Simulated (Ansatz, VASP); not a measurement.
# Sn2TeAs2 in VASP and in Ansatz

```
Sn Te As
1.0
     5.37497    0.00000    0.00000
    -2.68749    4.65486    0.00000
     0.00000    0.00000    5.84276
Sn Te As
2 1 2
Direct
  0.33333 0.66667 0.00000
  0.66667 0.33333 0.00000
  0.00000 0.00000 0.00000
  0.33333 0.66667 0.50000
  0.66667 0.33333 0.50000
```

Alike in both runs: functional PBE; k mesh 6 × 6 × 4; occupations gaussian, width 0.1 eV; no spin polarisation.

Ansatz relaxed the structure, and its values are those at the end. VASP's run is a single point on that final structure, the one shown.

|  | VASP | Ansatz |
| --- | --- | --- |
| version | VASP 6.6.1 | Ansatz 0.2.0 |
| potentials or method | VASP PAW PBE potentials, release 64 (Sn_d, Te, As), cutoff 520 eV | scalar-relativistic, plane waves, PAW |
| valence electrons in the cell | 44 | 74 |

|  | VASP | Ansatz | Ansatz less VASP |
| --- | --- | --- | --- |
| gap on the k mesh at the Fermi level (eV) | none | none | - |
| pressure (GPa) | -0.3 | -0.2 | +0.02 |

A gap of «none» marks a metal or a gap that the smearing closes. The functional is the same, so the differences come from potentials, cutoffs and numerics. VASP's potentials hold 44 valence electrons a cell and Ansatz's 74, so a difference there can come from the potentials and not from the codes.

Neither program's run includes spin-orbit coupling.
